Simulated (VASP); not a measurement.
Write the native input for VASP 6.6.1 that does the following.

```
Task                   : single point
Functional             : PBE
Potentials or basis    : VASP PAW PBE potentials, release 64 (Ti_sv)
Cutoff                 : 520 eV
k mesh                 : 22 × 22 × 22
Occupations            : gaussian, width 0.15 eV
Spin                   : collinear spin
Starting moments       : [0.3] μB
Fixed moment           : 0.3 μB
Dipole correction      : no
Further INCAR settings : ALGO = Normal; EDIFF = 1e-06; NBANDS = 16
```

The structure of Ti lies in POSCAR:

```
Ti
1.0
   -1.6277389706      1.6277389706      1.6277389706
    1.6277389706     -1.6277389706      1.6277389706
    1.6277389706      1.6277389706     -1.6277389706
Ti
1
Direct
    0.0000000000      0.0000000000      0.0000000000
```

This isn't the form of Ti at room conditions, which is hcp.

The input as run:

INCAR

```
PREC     = Accurate       # precision mode
ENCUT    = 520            # plane-wave cutoff, eV
EDIFF    = 1E-6           # SCF threshold, eV
ISMEAR   = 0              # smearing method
SIGMA    = 0.15           # smearing width, eV
LREAL    = F              # projectors in reciprocal space
LASPH    = T              # aspherical terms in the spheres
NELM     = 150            # most SCF steps
ALGO     = Normal         # electronic algorithm
ISIF     = 2              # what is computed and relaxed
LWAVE    = F              # write WAVECAR
LCHARG   = F              # write CHGCAR
ISPIN    = 2              # spin polarisation
MAGMOM   = 0.3            # initial moments
LORBIT   = 11             # projections on sites
NUPDOWN  = 0.3            # fixed moment
LMAXMIX  = 4              # l up to which the mixer works
GGA      = PE             # functional
NBANDS   = 16             # bands
```

KPOINTS

```
regular mesh
0
Gamma
  22 22 22
```

Potentials or basis: VASP PAW PBE potentials, release 64 (Ti_sv).

The run is started by

```sh
$ cat potpaw_PBE.64/Ti_sv/POTCAR > POTCAR
$ mpirun -np 1 vasp_std > vasp.out
```

It gave:

The pressure is 0.1 GPa. The net moment is 0.30 μB per cell, the site moments are Ti +0.21 μB and the valence electrons inside the program's atomic spheres are Ti 10.27.

Caveat: the total moment is fixed, so each spin has its own Fermi level and the state may be an excited one.

Wall time 85 s on 1 thread of AMD EPYC 9R45 96-Core Processor (Zen 5) (shared host), peak memory 0.22 GiB.
